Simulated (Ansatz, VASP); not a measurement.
**One calculation of GeCN2, two programs**

INCAR

```
ALGO = Normal
EDIFF = 1E-7
ENCUT = 520
GGA = CA
ISIF = 2
ISMEAR = -1
LASPH = T
LCHARG = T
LELF = T
LREAL = F
LVHAR = T
LWAVE = F
NBANDS = 22
NELM = 60
PREC = Accurate
SIGMA = 0.05
```

KPOINTS

```
k-points
0
Gamma
  9 9 9
```

The input POSCAR:

```
GeCN2
1.0
    1.7571721281      1.0145038012      4.8214809130
   -1.7571721281      1.0145038012      4.8214809130
    0.0000000000     -2.0290076023      4.8214809130
Ge N C
1 2 1
Direct
    0.0000000000      0.0000000000      0.0000000000
    0.5839044000      0.5839044000      0.5839044000
    0.4160956000      0.4160956000      0.4160956000
    0.5000000000      0.5000000000      0.5000000000
```

Contents of input.yaml:

```yaml
crystal:
  lattice:
    - [1.7571721281, 1.0145038012, 4.821480913]
    - [-1.7571721281, 1.0145038012, 4.821480913]
    - [0.0, -2.0290076023, 4.821480913]
  atoms:
    - { symbol: Ge, position: [0.0, 0.0, 0.0] }
    - { symbol: "N", position: [0.5839044, 0.5839044, 0.5839044] }
    - { symbol: "N", position: [0.4160956, 0.4160956, 0.4160956] }
    - { symbol: C, position: [0.5, 0.5, 0.5] }
hamiltonian:
  xc: lda
  pseudopotentials: { kind: paw }
kpoints:
  mp_grid: { grid: [9, 9, 9] }
scf:
  occupations: { method: fermi_dirac, width: 0.05 }
output:
  forces: true
  stress: true
  eigenvalues: true
```

Alike in both runs: task single point; functional LDA; k mesh 9 × 9 × 9; occupations fermi-dirac, width 0.05 eV; no spin polarisation.

|  | VASP | Ansatz |
| --- | --- | --- |
| version | VASP 6.6.1 | Ansatz 0.2.0 |
| potentials or method | VASP PAW LDA potentials, release 64 (Ge_d, N, C) | Ansatz PAW |
| plane-wave cutoff (eV) | 520 | 420 |
| valence electrons in the cell | 28 | 28 |

VASP gave:

| Item | Value |
| --- | --- |
| gap on the k mesh at the Fermi level (eV) | 0.80 |
| least direct gap on the mesh (eV) | 1.48 |
| pressure (GPa) | 2.1 |
| traceless stress, the component that is largest in VASP (GPa) | 9.37 |
| rms of the force components (eV/Å) | 0.702 |

Estimate Ansatz's values.

gap on the k mesh at the Fermi level (eV): 0.83; least direct gap on the mesh (eV): 1.53; pressure (GPa): 1.7; traceless stress, the component that is largest in VASP (GPa): 8.40; rms of the force components (eV/Å): 0.632.

LDA's correlation is that of Perdew and Zunger in VASP and of Perdew and Wang (1992) in Ansatz. Atom by atom the forces differ by 0.070 eV/Å (rms over components).

Noted on VASP's run: the standard files for N, O and F lose accuracy on very short bonds. Noted on Ansatz's run: odd divisions of the mesh miss points on the zone boundary, where band edges often lie, so the gap on the mesh can be too wide.
